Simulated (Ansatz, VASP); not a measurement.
**CaCu3C2: VASP beside Ansatz**

File INCAR:

```
  PREC = Accurate
  ENCUT = 520
  EDIFF = 1E-7
  ISMEAR = 0
  SIGMA = 0.1
  LREAL = False
  LASPH = True
  NELM = 80
  ALGO = Normal
  ISIF = 2
  LWAVE = False
  LCHARG = True
  GGA = PE
  LELF = True
  LVHAR = True
  NBANDS = 34
```

File KPOINTS:

```
regular mesh
0
Gamma
  6 6 6
```

Contents of POSCAR:

```
CaCu3C2
1.0
    5.3158421400      0.0000000000      0.0000000000
   -2.6579210700      4.6036543300      0.0000000000
    0.0000000000      0.0000000000      3.5309647200
Ca Cu C
1 3 2
Direct
    0.0000000000      0.0000000000      0.0000000000
    0.0000000000      0.5000000000      0.5000000000
    0.5000000000      0.5000000000      0.5000000000
    0.5000000000      0.0000000000      0.5000000000
    0.3333333300      0.6666666700      0.0000000000
    0.6666666700      0.3333333300      0.0000000000
```

Input for Ansatz:

```yaml
crystal:
  lattice:
    - [5.31584214, 0.0, 0.0]
    - [-2.65792107, 4.60365433, 0.0]
    - [0.0, 0.0, 3.53096472]
  atoms:
    - { symbol: Ca, position: [0.0, 0.0, 0.0] }
    - { symbol: Cu, position: [0.0, 0.5, 0.5] }
    - { symbol: Cu, position: [0.5, 0.5, 0.5] }
    - { symbol: Cu, position: [0.5, 0.0, 0.5] }
    - { symbol: C, position: [0.33333333, 0.66666667, 0.0] }
    - { symbol: C, position: [0.66666667, 0.33333333, 0.0] }
basis:
  ecutwfc: 420
kpoints:
  mp_grid: { grid: [6, 6, 6] }
hamiltonian:
  xc: pbe
scf:
  occupations: { method: gaussian, width: 0.1 }
  lower_state_search: "off"
output:
  forces: true
  stress: true
  eigenvalues: true
```

Change from the starting cell: species swapped into the TbSi2Rh3 type (P6/mmm, No. 191).

Alike in both runs: task single point; functional PBE; k mesh 6 × 6 × 6; occupations gaussian, width 0.1 eV; no spin polarisation.

```csv
,VASP,Ansatz
version,VASP 6.6.1,Ansatz 0.2.0
potentials or method,"VASP PAW PBE potentials, release 64 (Ca_sv, Cu, C), cutoff 520 eV","scalar-relativistic, plane waves, PAW"
valence electrons in the cell,51,75
```

Ansatz gave:

| Property | Result |
| --- | --- |
| gap on the k mesh at the Fermi level (eV) | none |
| pressure (GPa) | -15.9 |
| traceless stress, the component that is largest in VASP (GPa) | -6.17 |

Task: Estimate VASP's values.

Result: gap on the k mesh at the Fermi level (eV): none; pressure (GPa): -15.6; traceless stress, the component that is largest in VASP (GPa): -6.00.

A gap of «none» marks a metal or a gap that the smearing closes. VASP's potentials hold 51 valence electrons a cell and Ansatz's 75, so a difference there can come from the potentials and not from the codes.
